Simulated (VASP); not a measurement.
Here is a VASP 6.6.1 calculation.

File INCAR:

```
PREC = Accurate ; ENCUT = 520
EDIFF = 1E-8 ; ISMEAR = -1
SIGMA = 0.08 ; LREAL = F
LASPH = T ; NELM = 80
ALGO = Normal ; ISIF = 2
LWAVE = F ; LCHARG = F
GGA = PE ; LEFG = T
NBANDS = 32
```

File KPOINTS:

```
Automatic mesh
0
Gamma
  7 7 7
```

File POSCAR:

```
Bi2Te3
1.0
    2.2360114889      1.2909618350     10.3650474805
   -2.2360114889      1.2909618350     10.3650474805
    0.0000000000     -2.5819236700     10.3650474805
Bi Te
2 3
Direct
    0.4000000000      0.4000000000      0.4000000000
    0.6000000000      0.6000000000      0.6000000000
    0.0000000000      0.0000000000      0.0000000000
    0.2095000000      0.2095000000      0.2095000000
    0.7905000000      0.7905000000      0.7905000000
```

Potentials or basis: VASP PAW PBE potentials, release 64 (Bi_d, Te).

The run is started by

```bash
$ cat potpaw_PBE.64/Bi_d/POTCAR potpaw_PBE.64/Te/POTCAR > POTCAR
$ mpirun -np 1 vasp_std > vasp.out
```

Question: What does it give for the largest force?

Answer: 0.369 eV/Å.

Question: Predict the band gap on the k mesh.

Answer: 0.31 eV.

Electric field gradients, principal values (V/Å²):
```tsv
atom	least	middle	greatest (by size)
1 Bi	-12.720	-12.720	25.439
2 Bi	-12.720	-12.720	25.439
3 Te	-46.947	-46.947	93.895
4 Te	-5.685	-5.685	11.370
5 Te	-5.685	-5.685	11.370
```

Caveat: without QUAD_EFG the Cq values of the log hold for a quadrupole moment of 1 mb, not for the nuclei; spin-orbit coupling is left out, which moves the levels of the heavy elements. A k mesh can miss the band edges.
